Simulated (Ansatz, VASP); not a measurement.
# One calculation of AlN, two programs

File INCAR:

```
SYSTEM = AlN
  PREC = Accurate
  ENCUT = 520
  EDIFF = 1E-6
  ISMEAR = 0
  SIGMA = 0.05
  LREAL = .FALSE.
  LASPH = .TRUE.
  NELM = 100
  ALGO = Normal
  ISIF = 2
  LWAVE = .FALSE.
  LCHARG = .FALSE.
  GGA = PE
  NBANDS = 16
```

File KPOINTS:

```
Automatic mesh
0
G
  6 6 4
  0 0 0
```

POSCAR

```
AlN
1.0
    3.1110021516      0.0000000000      0.0000000000
   -1.5555010758      2.6942068945      0.0000000000
    0.0000000000      0.0000000000      4.9780000000
Al N
2 2
Direct
    0.3626063315      0.6880959886      0.0115980367
    0.6959396648      0.3547626553      0.5115980367
    0.3333333333      0.6666666667      0.3850000000
    0.6666666667      0.3333333333      0.8850000000
```

Input for Ansatz:

```yaml
crystal:
  lattice:
    - [3.1110021516, 0.0, 0.0]
    - [-1.5555010758, 2.6942068945, 0.0]
    - [0.0, 0.0, 4.978]
  atoms:
    - { symbol: Al, position: [0.3626063315, 0.6880959886, 0.0115980367] }
    - { symbol: Al, position: [0.6959396648, 0.3547626553, 0.5115980367] }
    - { symbol: "N", position: [0.3333333333, 0.6666666667, 0.385] }
    - { symbol: "N", position: [0.6666666667, 0.3333333333, 0.885] }
basis:
  ecutwfc: 420
kpoints:
  mp_grid: { grid: [6, 6, 4] }
hamiltonian:
  xc: pbe
scf:
  occupations: { method: gaussian, width: 0.05 }
output:
  forces: true
  stress: true
  eigenvalues: true
```

Change from the starting cell: all Al atoms moved +0.100 Å, as atom 1 along Cartesian [1 1 1].

Alike in both runs: task single point; functional PBE; k mesh 6 × 6 × 4; occupations gaussian, width 0.05 eV; no spin polarisation.

```csv
,VASP,Ansatz
version,VASP 6.6.1,Ansatz 0.2.0
potentials or method,"VASP PAW PBE potentials, release 64 (Al, N), cutoff 520 eV","scalar-relativistic, plane waves, PAW"
valence electrons in the cell,16,16
```

```tsv
	VASP	Ansatz	Ansatz less VASP
gap on the k mesh at the Fermi level (eV)	4.20	4.18	-0.011
least direct gap on the mesh (eV)	4.20	4.18	-0.011
pressure (GPa)	4.9	5.2	+0.25
traceless stress, the component that is largest in VASP (GPa)	3.77	3.72	-0.050
rms of the force components (eV/Å)	0.717	0.715	-0.0020
```

Atom by atom the forces differ by 0.002 eV/Å (rms over components). The functional is the same, so the differences come from potentials, cutoffs and numerics.
